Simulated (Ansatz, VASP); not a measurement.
**Os: VASP beside Ansatz**

POSCAR

```
Os
1.0
    2.7340999755      0.0000000000      0.0000000000
   -1.3670499878      2.3678000353      0.0000000000
    0.0000000000      0.0000000000      4.3197000000
Os
2
Direct
    0.3333333333      0.6666666667      0.2500000000
    0.6666666667      0.3333333333      0.7500000000
```

INCAR.step1

```
SYSTEM = Os
PREC = Accurate
ENCUT = 520
ISMEAR = 0
SIGMA = 0.15
LREAL = .False.
LASPH = .True.
NELM = 100
NBANDS = 15
GGA = PE
ALGO = Normal
EDIFF = 1E-4
LWAVE = .True.
LCHARG = .False.
```

Contents of INCAR.step2:

```
SYSTEM = Os
PREC = Accurate
ENCUT = 520
EDIFF = 1E-7
ISMEAR = 0
SIGMA = 0.15
LREAL = .False.
LASPH = .True.
NELM = 100
ALGO = Normal
ISIF = 2
LWAVE = .False.
LCHARG = .False.
METAGGA = R2SCAN
LMIXTAU = .True.
NBANDS = 15
ISTART = 1
```

The input KPOINTS:

```
Automatic mesh
0
Gamma
  21 21 12
  0 0 0
```

Input for Ansatz:

```yaml
crystal:
  lattice:
    - [2.7340999755, 0.0, 0.0]
    - [-1.3670499878, 2.3678000353, 0.0]
    - [0.0, 0.0, 4.3197]
  atoms:
    - { symbol: Os, position: [0.3333333333, 0.6666666667, 0.25] }
    - { symbol: Os, position: [0.6666666667, 0.3333333333, 0.75] }
basis:
  ecutwfc: 500
kpoints:
  mp_grid: { grid: [21, 21, 12] }
hamiltonian:
  xc: r2scan
scf:
  occupations: { method: gaussian, width: 0.15 }
output:
  forces: true
  stress: true
  eigenvalues: true
```

Alike in both runs: task single point; functional r2SCAN; k mesh 21 × 21 × 12; occupations gaussian, width 0.15 eV; no spin polarisation.

|  | VASP | Ansatz |
| --- | --- | --- |
| version | VASP 6.6.1 | Ansatz 0.2.0 |
| potentials or method | VASP PAW PBE potentials, release 64 (Os), cutoff 520 eV | scalar-relativistic, plane waves, PAW |
| valence electrons in the cell | 16 | 32 |

```csv
,VASP,Ansatz,Ansatz less VASP
gap on the k mesh at the Fermi level (eV),none,none,-
pressure (GPa),2.0,1.0,-1.02
"traceless stress, the component that is largest in VASP (GPa)",-0.69,-0.73,-0.042
```

VASP's potentials were made for PBE, not for r2SCAN. A gap of «none» marks a metal or a gap that the smearing closes. VASP's potentials hold 16 valence electrons a cell and Ansatz's 32, so a difference there can come from the potentials and not from the codes.

Spin-orbit coupling is off throughout.
